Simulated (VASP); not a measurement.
# Zn7O8 (a cell with a defect) in VASP: further runs

Zn7O8 (a cell with a defect) is run at these levels: PBE; tasks: single point.

Program: VASP 6.6.1. These are calculated values, not measurements. Logs are shortened: lines on timing, memory, paths and dates and some standing lists are left out, and cuts for length are marked.

### Step 1. The cell of the first run

The cell holds a defect, 15 atoms: a = 6.483 Å, b = 5.615 Å, c = 5.188 Å, α = 90.00°, β = 90.00°, γ = 90.00°.

### Step 2. Single point, PBE

INCAR

```
PREC = Accurate ; ENCUT = 520
EDIFF = 1E-6 ; ISMEAR = 0
SIGMA = 0.02 ; LREAL = Auto
LASPH = True ; NELM = 80
ALGO = Normal ; ISIF = 2
LWAVE = False ; LCHARG = False
GGA = PE ; NELECT = 130.0
NBANDS = 79
```

KPOINTS

```
regular mesh
0
Gamma
  2 2 2
```

POSCAR

```
Zn7O8
1.0
   -3.2417000000     -5.6147890000      0.0000000000
    4.8625500000     -2.8073950000      0.0000000000
    0.0000000000      0.0000000000      5.1876000000
Zn O
7 8
Direct
    0.5000000409      0.3315077752      0.0048214974
    0.5000000004      0.6636046933      0.5095329247
    0.2469428265      0.1656621651      0.5005528568
   -0.0000000153      0.3434465353     -0.0000566736
    0.2445914679      0.8319696788      0.0036714473
    0.7554083419      0.8319696912      0.0036714473
    0.7530571471      0.1656621225      0.5005528568
    0.5000000172      0.3352397519      0.3865641144
    0.4999999173      0.6663846607      0.8845998149
    0.2830395213      0.8504591657      0.3683248516
    0.2498196842      0.1675261890      0.8780713625
    0.0000000339      0.2926213838      0.3639631043
    0.0000000140      0.6692941040      0.9045336957
    0.7169603523      0.8504591982      0.3683248516
    0.7501803953      0.1675262542      0.8780713625
```

Potentials or basis: VASP PAW PBE potentials, release 64 (Zn, O).

The run is started by

```console
> cat potpaw_PBE.64/Zn/POTCAR potpaw_PBE.64/O/POTCAR > POTCAR
> mpirun -np 1 vasp_std > vasp.out
```

OUTCAR:

```text
PREC = Accurate
   ENCUT = 520
   EDIFF = 1E-6
   ISMEAR = 0
   LREAL = Auto
   LASPH = True
   NELM = 80
   ISIF = 2
   GGA = PE
   NELECT = 130.0

 ion  position               nearest neighbor table
   1  0.500  0.332  0.005-  15 1.98  11 1.98   8 1.98   9 1.98
   2  0.500  0.664  0.510-  14 1.90  10 1.90   9 1.95   8 1.95
   3  0.247  0.166  0.501-  12 1.89  10 1.91  11 1.96   8 1.99
   4  1.000  0.343  1.000-  13 1.90  12 1.91  15 2.00  11 2.00
   5  0.245  0.832  0.004-  13 1.90  10 1.91  11 1.99   9 2.00
   6  0.755  0.832  0.004-  13 1.90  14 1.91  15 1.99   9 2.00
   7  0.753  0.166  0.501-  12 1.89  14 1.91  15 1.96   8 1.99
   8  0.500  0.335  0.387-   2 1.95   1 1.98   7 1.99   3 1.99
   9  0.500  0.666  0.885-   2 1.95   1 1.98   6 2.00   5 2.00
  10  0.283  0.850  0.368-   2 1.90   5 1.91   3 1.91
  11  0.250  0.168  0.878-   3 1.96   1 1.98   5 1.99   4 2.00
  12  0.000  0.293  0.364-   3 1.89   7 1.89   4 1.91
  13  0.000  0.669  0.905-   4 1.90   5 1.90   6 1.90
  14  0.717  0.850  0.368-   2 1.90   6 1.91   7 1.91
  15  0.750  0.168  0.878-   7 1.96   1 1.98   6 1.99   4 2.00

  LATTYP: Found a simple orthorhombic cell.
 ALAT       =     5.1876000000
 B/A-ratio  =     1.0823481624
 C/A-ratio  =     1.2497879387

  Lattice vectors:

 A1 = (   0.0000000000,   0.0000000000,  -5.1876000000)
 A2 = (   4.8625500000,  -2.8073950000,   0.0000000000)
 A3 = (  -3.2417000000,  -5.6147890000,   0.0000000000)

Analysis of symmetry for initial positions (statically):
=====================================================================
 Subroutine PRICEL returns:
 Original cell was already a primitive cell.

 Routine SETGRP: Setting up the symmetry group for a
 simple orthorhombic supercell.

 Subroutine GETGRP returns: Found  2 space group operations
 (whereof  2 operations were pure point group operations)
 out of a pool of  8 trial point group operations.

The static configuration has the point symmetry C_1h.

Analysis of symmetry for dynamics (positions and initial velocities):
=====================================================================
 Subroutine PRICEL returns:
 Original cell was already a primitive cell.

 Routine SETGRP: Setting up the symmetry group for a
 simple orthorhombic supercell.

 Subroutine GETGRP returns: Found  2 space group operations
 (whereof  2 operations were pure point group operations)
 out of a pool of  8 trial point group operations.

The dynamic configuration has the point symmetry C_1h.

 Subroutine INISYM returns: Found  2 space group operations
 (whereof  2 operations are pure point group operations),
 and found     1 'primitive' translations

----------------------------------------------------------------------------------------

                                     Primitive cell

  volume of cell :     188.8438

  direct lattice vectors                    reciprocal lattice vectors
    -3.241700000 -5.614789000  0.000000000    -0.077120040 -0.133575806  0.000000000
     4.862550000 -2.807395000  0.000000000     0.154240052 -0.089050537  0.000000000
     0.000000000  0.000000000  5.187600000     0.000000000  0.000000000  0.192767368

  length of vectors
     6.483399911  5.614789327  5.187600000     0.154240061  0.178101072  0.192767368

  position of ions in fractional coordinates (direct lattice)
     0.500000041  0.331507775  0.004821497
     0.500000000  0.663604693  0.509532925
     0.246942827  0.165662165  0.500552857
     0.999999985  0.343446535  0.999943326
     0.244591468  0.831969679  0.003671447
     0.755408342  0.831969691  0.003671447
     0.753057147  0.165662123  0.500552857
     0.500000017  0.335239752  0.386564114
     0.499999917  0.666384661  0.884599815
     0.283039521  0.850459166  0.368324852
     0.249819684  0.167526189  0.878071363
     0.000000034  0.292621384  0.363963104
     0.000000014  0.669294104  0.904533696
     0.716960352  0.850459198  0.368324852
     0.750180395  0.167526254  0.878071363

  ion indices of the primitive-cell ions
   primitive index   ion index
[... 50 lines left out ...]
  Fermi-wavevector in a.u.,A,eV,Ry     =   1.445512  2.731622 28.429440  2.089505
  Thomas-Fermi vector in A             =   2.563685
   LORBIT       =      0    0 simple, 1 ext, 2 COOP (PROOUT), +10 PAW based schemes
   GGA     = PE    functional components
   LHFCALC =     F    Hartree Fock is set to
   AEXX    =    0.0000 exact exchange contribution
   IVDW    =     0    specifies the selected vdW correction
   LEPSILON=     F    determine dielectric tensor
   LRPA    =     F    only Hartree local field effects (RPA)
 non-spin polarized calculation
 Gauss-broadening in eV      SIGMA  =   0.02
  energy-cutoff  :      520.00
  volume of cell :      188.84
 maximum number of plane-waves:      5116
   NGX = 25   NGY = 21   NGZ = 19

 number of electron     130.0000021 magnetization

 Free energy of the ion-electron system (eV)
  ---------------------------------------------------
  ext. energy  EPLUGINS =         0.00000000
  ---------------------------------------------------
  free energy    TOTEN  =       -64.79474188 eV

  energy without entropy =      -64.79013394  energy(sigma->0) =      -64.79243791

 E-fermi :  -0.2919     XC(G=0): -10.2181

 val. band max:       -0.3024455229   @ k =   0.5000   0.5000   0.5000
 cond. band min:      -0.2902694973   @ k =   0.0000   0.0000   0.5000
 fundamental gap:      0.0121760256
 Fermi energy:        -0.2919205612

 k-point     1 :       0.0000    0.0000    0.0000
  band No.  band energies     occupation
      1     -17.8710      2.00000
      2     -17.2671      2.00000
      3     -17.2484      2.00000
      4     -17.1908      2.00000
      5     -17.0895      2.00000
      6     -16.9424      2.00000
[... 69 lines left out ...]
     76       9.1115      0.00000
     77       9.2597      0.00000
[... 558 lines left out ...]
     76       9.7209      0.00000
     77       9.7733      0.00000
 [bands above 77 left out]

------------------------ aborting loop because EDIFF is reached ----------------------------------------

  FORCE on cell =-STRESS in cart. coord.  units (eV):
  Direction    XX          YY          ZZ          XY          YZ          ZX
  --------------------------------------------------------------------------------------
  -------------------------------------------------------------------------------------
  Total       -9.4606145     -9.7355499     -7.3032488     -0.2380999      0.0452450     -0.0783666
  in kB      -80.2651775    -82.5977680    -61.9617852     -2.0200730      0.3838650     -0.6648730
  external PRESSURE =     -74.9415769 kB  Pullay stress =       0.0000000 kB

 VOLUME and BASIS-vectors are now :
 -----------------------------------------------------------------------------
  energy-cutoff  :      520.00
  volume of cell :      188.84
      direct lattice vectors                 reciprocal lattice vectors
    -3.241700000 -5.614789000  0.000000000    -0.077120040 -0.133575806  0.000000000
     4.862550000 -2.807395000  0.000000000     0.154240052 -0.089050537  0.000000000
     0.000000000  0.000000000  5.187600000     0.000000000  0.000000000  0.192767368

 POSITION                                       TOTAL-FORCE (eV/Angst)
 -----------------------------------------------------------------------------------
     -0.00888     -3.73807      0.02501        -0.000721      0.000416     -0.004778
      1.60596     -4.67040      2.64325        -0.036457      0.021049      0.007832
      0.00503     -1.85161      2.59667         0.011051     -0.032061      0.013325
     -1.57167     -6.57898      5.18731        -0.023679      0.013671     -0.034763
      3.25260     -3.70900      0.01905        -0.001813     -0.027953     -0.028726
      1.59669     -6.57713      0.01905         0.023302      0.015546     -0.028726
     -1.63564     -4.69334      2.59667         0.033291      0.006460      0.013325
      0.00927     -3.74854      2.00534        -0.016307      0.009415      0.000508
      1.61948     -4.67820      4.58895         0.001141     -0.000659      0.028920
      3.21787     -3.97678      1.91072         0.008614      0.051064      0.014212
      0.00476     -1.87300      4.55508        -0.001688      0.003056      0.030233
      1.42289     -0.82150      1.88809         0.048945     -0.028259     -0.009343
      3.25448     -1.87897      4.69236        -0.002273      0.001312     -0.046465
      1.81123     -6.41316      1.91072        -0.039916     -0.032992      0.014212
     -1.61726     -4.68242      4.55508        -0.003491     -0.000066      0.030233
 -----------------------------------------------------------------------------------
    total drift:                               -0.000672     -0.000598      0.007009

  FREE ENERGIE OF THE ION-ELECTRON SYSTEM (eV)
  ---------------------------------------------------
  free  energy   TOTEN  =       -64.7947418808 eV

  energy  without entropy=      -64.7901339359  energy(sigma->0) =      -64.79243791
```

Run time: 2 min. Hardware: 1 thread of Intel Xeon 6975P-C (Granite Rapids), shared host; peak memory 0.31 GiB.

What came out:

| Item | Value |
| --- | --- |
| Free energy | -64.7947 eV |
| Largest force | 0.057 eV/Å |

Forces in eV/Å, atoms in the order of the input:
```
Zn  -0.001  0.000 -0.005
Zn  -0.036  0.021  0.008
Zn   0.011 -0.032  0.013
Zn  -0.024  0.014 -0.035
Zn  -0.002 -0.028 -0.029
Zn   0.023  0.016 -0.029
Zn   0.033  0.006  0.013
O   -0.016  0.009  0.001
O    0.001 -0.001  0.029
O    0.009  0.051  0.014
O   -0.002  0.003  0.030
O    0.049 -0.028 -0.009
O   -0.002  0.001 -0.046
O   -0.040 -0.033  0.014
O   -0.003  0.000  0.030
```

Caveat: the k points lie up to 0.61 Å⁻¹ apart; the cell carries a net charge on a neutralising background, which shifts energy and pressure; the cell is charged against a uniform background, so pressure and absolute levels hang on convention.

### Step 3. Single point, PBE

INCAR

```
PREC = Accurate ; ENCUT = 520
EDIFF = 1E-6 ; ISMEAR = 0
SIGMA = 0.02 ; LREAL = Auto
LASPH = T ; NELM = 60
ALGO = Normal ; ISIF = 2
LWAVE = F ; LCHARG = F
GGA = PE ; NBANDS = 79
NELECT = 130.0
```

KPOINTS is that of step 2.

POSCAR

```
Zn7O8
1.0
   -3.2417000000     -5.6147890000      0.0000000000
    4.8625500000     -2.8073950000      0.0000000000
    0.0000000000      0.0000000000      5.1876000000
Zn O
7 8
Direct
    0.4955872032      0.3362214700     -0.0001937143
    0.4936341970      0.6699474531      0.5029133892
    0.2488195908      0.1585040018      0.4989626116
    0.0020492777      0.3361992791     -0.0001816205
    0.0040496335      0.6699762275      0.5029442796
    0.7487988807      0.8382949171      0.0082574213
    0.7488225727      0.1704776800      0.5041497043
    0.4986787129      0.3343580097      0.3774507135
    0.5315029997      0.6514380397      0.8675520804
    0.2488460561      0.8324575497      0.4037216970
    0.2488084735      0.2091554669      0.8627536498
   -0.0009899812      0.3343810799      0.3774697508
   -0.0339049143      0.6514069720      0.8675490750
    0.7488482035      0.8357133158      0.3837244235
    0.7488186941      0.1669783377      0.8859852387
```

Potentials or basis: VASP PAW PBE potentials, release 64 (Zn, O).

The run is started by

```console
> cat potpaw_PBE.64/Zn/POTCAR potpaw_PBE.64/O/POTCAR > POTCAR
> mpirun -np 1 vasp_std > vasp.out
```

Wall time 4.9 min (1 thread of AMD EPYC 7R13 (Zen 3), shared host); peak memory 0.27 GiB.

The run converged. Its results:

```
Free energy   : -64.7948 eV
Largest force : 0.054 eV/Å
```

Forces in eV/Å, atoms in the order of the input:
```
Zn  -0.034 -0.007  0.017
Zn  -0.012 -0.005 -0.034
Zn   0.012 -0.009 -0.042
Zn  -0.008  0.035  0.018
Zn  -0.001  0.016 -0.034
Zn   0.036 -0.021  0.024
Zn  -0.001  0.000 -0.003
O    0.000 -0.001  0.019
O    0.045  0.016  0.021
O    0.002 -0.005 -0.045
O   -0.046  0.026  0.012
O   -0.004 -0.005  0.018
O    0.006 -0.047  0.021
O   -0.003  0.007  0.018
O    0.006 -0.001 -0.009
```

Levels at points of the mesh, in eV from the Fermi level:
| k point | band 62 | band 63 | band 64 | band 65 | band 66 | band 67 | band 68 | band 69 |
| --- | --- | --- | --- | --- | --- | --- | --- | --- |
| (0.00, 0.00, 0.00) | -0.39 | -0.29 | -0.16 | 0.38 | 0.43 | 0.43 | 2.43 | 6.74 |
| (0.50, 0.00, 0.00) | -0.62 | -0.17 | 0.06 | 0.11 | 0.15 | 0.21 | 3.98 | 4.54 |
| (0.00, 0.50, 0.00) | -0.31 | -0.17 | -0.01 | 0.02 | 0.10 | 0.22 | 4.35 | 4.90 |
| (0.50, 0.50, 0.00) | -0.27 | -0.23 | -0.16 | -0.16 | -0.12 | 0.15 | 5.33 | 5.60 |
| (0.00, 0.00, 0.50) | -0.59 | -0.26 | -0.02 | 0.00 | 0.17 | 0.20 | 4.48 | 5.24 |
| (0.50, 0.00, 0.50) | -0.56 | -0.52 | -0.26 | -0.16 | -0.10 | 0.06 | 5.61 | 5.70 |
| (0.00, 0.50, 0.50) | -0.60 | -0.51 | -0.47 | -0.38 | -0.09 | 0.04 | 5.80 | 5.95 |
| (0.50, 0.50, 0.50) | -0.82 | -0.73 | -0.56 | -0.30 | -0.04 | -0.01 | 6.36 | 6.57 |

Caveat: the k points lie up to 0.61 Å⁻¹ apart; the cell carries a net charge on a neutralising background, which shifts energy and pressure; the cell is charged against a uniform background, so pressure and absolute levels hang on convention.

### Step 4. Single point, PBE

INCAR

```
SYSTEM = Zn7O8
PREC = Accurate ; ENCUT = 520
EDIFF = 1E-7 ; ISMEAR = 0
SIGMA = 0.02 ; LREAL = Auto
LASPH = .TRUE. ; NELM = 80
ALGO = Normal ; ISIF = 2
LWAVE = .FALSE. ; LCHARG = .FALSE.
GGA = PE ; NELECT = 130.0
NBANDS = 79
```

KPOINTS

```
Automatic mesh
0
G
  2 2 2
  0 0 0
```

POSCAR

```
Zn7O8
1.0
   -3.2417001720     -5.6147889007      0.0000000000
    4.8625500860     -2.8073948511      0.0000000000
    0.0000000000      0.0000000000      5.1876000000
Zn O
7 8
Direct
    0.5000000000      0.3315078408      0.0048214659
    0.5000000000      0.6636046024      0.5095329650
    0.2469428163      0.1656620799      0.5005528221
    0.0000000000      0.3434464528     -0.0000565754
    0.2445915508      0.8319696736      0.0036715353
    0.7554084492      0.8319696736      0.0036715353
    0.7530571837      0.1656620799      0.5005528221
    0.5000000000      0.3352397063      0.3865642085
    0.5000000000      0.6663846230      0.8845998750
    0.2830395557      0.8504592261      0.3683248659
    0.2498196299      0.1675261835      0.8780714192
    0.0000000000      0.2926214003      0.3639630392
    0.0000000000      0.6692941282      0.9045337371
    0.7169604443      0.8504592261      0.3683248659
    0.7501803701      0.1675261835      0.8780714192
```

The run is started by

```console
> cat potpaw_PBE.64/Zn/POTCAR potpaw_PBE.64/O/POTCAR > POTCAR
> mpirun -np 1 vasp_std > vasp.out
```

It took 6.2 min on 1 thread of AMD EPYC 7R13 (Zen 3), shared host; peak memory 0.27 GiB.

Results (log left out):

| Item | Value |
| --- | --- |
| Free energy | -64.7947 eV |
| Largest force | 0.057 eV/Å |

Forces in eV/Å, atoms in the order of the input:
```
Zn  -0.001  0.000 -0.005
Zn  -0.037  0.021  0.008
Zn   0.011 -0.032  0.013
Zn  -0.024  0.014 -0.035
Zn  -0.002 -0.028 -0.029
Zn   0.023  0.016 -0.029
Zn   0.033  0.007  0.013
O   -0.016  0.009  0.000
O    0.001 -0.001  0.029
O    0.009  0.051  0.014
O   -0.002  0.003  0.030
O    0.049 -0.028 -0.009
O   -0.002  0.001 -0.046
O   -0.040 -0.033  0.014
O   -0.003  0.000  0.030
```

Levels at points of the mesh, in eV from the Fermi level:
| k point | band 62 | band 63 | band 64 | band 65 | band 66 | band 67 | band 68 | band 69 |
| --- | --- | --- | --- | --- | --- | --- | --- | --- |
| (0.00, 0.00, 0.00) | -0.39 | -0.29 | -0.16 | 0.38 | 0.43 | 0.43 | 2.43 | 6.74 |
| (0.50, 0.00, 0.00) | -0.62 | -0.17 | 0.06 | 0.11 | 0.15 | 0.20 | 3.98 | 4.54 |
| (0.00, 0.50, 0.00) | -0.31 | -0.17 | -0.01 | 0.02 | 0.10 | 0.22 | 4.35 | 4.90 |
| (0.50, 0.50, 0.00) | -0.27 | -0.23 | -0.16 | -0.16 | -0.12 | 0.15 | 5.33 | 5.60 |
| (0.00, 0.00, 0.50) | -0.59 | -0.26 | -0.02 | 0.00 | 0.17 | 0.20 | 4.48 | 5.24 |
| (0.50, 0.00, 0.50) | -0.56 | -0.52 | -0.26 | -0.16 | -0.10 | 0.06 | 5.61 | 5.70 |
| (0.00, 0.50, 0.50) | -0.60 | -0.51 | -0.47 | -0.38 | -0.09 | 0.04 | 5.80 | 5.95 |
| (0.50, 0.50, 0.50) | -0.82 | -0.73 | -0.57 | -0.30 | -0.04 | -0.01 | 6.36 | 6.57 |

Caveat: the k points lie up to 0.61 Å⁻¹ apart; the cell carries a net charge on a neutralising background, which shifts energy and pressure; the cell is charged against a uniform background, so pressure and absolute levels hang on convention.

### Step 5. Single point, PBE

INCAR

```
SYSTEM = Zn7O8
PREC = Accurate ; ENCUT = 520
EDIFF = 1E-7 ; ISMEAR = 0
SIGMA = 0.02 ; LREAL = Auto
LASPH = .TRUE. ; NELM = 60
ALGO = Normal ; ISIF = 2
LWAVE = .FALSE. ; LCHARG = .FALSE.
GGA = PE ; NBANDS = 79
NELECT = 130.0
```

KPOINTS

```
regular mesh
0
G
  2 2 2
  0 0 0
```

POSCAR

```
Zn7O8
1.0
   -3.2417000000     -5.6147890000      0.0000000000
    4.8625500000     -2.8073950000      0.0000000000
    0.0000000000      0.0000000000      5.1876000000
Zn O
7 8
Direct
    0.4955871711      0.3362215160     -0.0001937312
    0.4936341993      0.6699474522      0.5029134860
    0.2488196245      0.1585039901      0.4989625260
    0.0020491932      0.3361992925     -0.0001815869
    0.0040496831      0.6699762178      0.5029443288
    0.7487988943      0.8382950048      0.0082573830
    0.7488225904      0.1704776694      0.5041497031
    0.4986787267      0.3343580690      0.3774506516
    0.5315029694      0.6514380677      0.8675520472
    0.2488460365      0.8324574959      0.4037217596
    0.2488084216      0.2091555378      0.8627536819
   -0.0009900172      0.3343810678      0.3774697355
   -0.0339049151      0.6514070676      0.8675491557
    0.7488481644      0.8357133797      0.3837244583
    0.7488186750      0.1669783342      0.8859852340
```

The run is started by

```console
> cat potpaw_PBE.64/Zn/POTCAR potpaw_PBE.64/O/POTCAR > POTCAR
> mpirun -np 1 vasp_std > vasp.out
```

Wall time 7.7 min (1 thread of AMD EPYC 7R13 (Zen 3), shared host); peak memory 0.27 GiB.

It converged, with:

- Free energy: -64.7948 eV
- Largest force: 0.054 eV/Å

Forces on the atoms (eV/Å):
```
Zn  -0.034 -0.007  0.017
Zn  -0.012 -0.005 -0.034
Zn   0.012 -0.009 -0.042
Zn  -0.008  0.035  0.018
Zn  -0.001  0.016 -0.034
Zn   0.036 -0.021  0.024
Zn   0.000  0.000 -0.003
O    0.000 -0.001  0.019
O    0.045  0.016  0.021
O    0.002 -0.004 -0.045
O   -0.046  0.026  0.012
O   -0.004 -0.005  0.018
O    0.006 -0.047  0.021
O   -0.003  0.007  0.018
O    0.006 -0.001 -0.009
```

Levels at points of the mesh, in eV from the Fermi level:
```tsv
k point	band 63	band 64	band 65	band 66	band 67	band 68
(0.00, 0.00, 0.00)	-0.29	-0.16	0.38	0.43	0.43	2.43
(0.50, 0.00, 0.00)	-0.17	0.06	0.11	0.15	0.21	3.98
(0.00, 0.50, 0.00)	-0.17	-0.01	0.02	0.10	0.22	4.35
(0.50, 0.50, 0.00)	-0.23	-0.16	-0.16	-0.12	0.15	5.33
(0.00, 0.00, 0.50)	-0.26	-0.02	0.00	0.17	0.20	4.48
(0.50, 0.00, 0.50)	-0.52	-0.26	-0.16	-0.10	0.06	5.61
(0.00, 0.50, 0.50)	-0.51	-0.47	-0.38	-0.09	0.04	5.80
(0.50, 0.50, 0.50)	-0.73	-0.56	-0.30	-0.04	-0.01	6.36
```

Caveat: the k points lie up to 0.61 Å⁻¹ apart; the cell carries a net charge on a neutralising background, which shifts energy and pressure; the cell is charged against a uniform background, so pressure and absolute levels hang on convention.
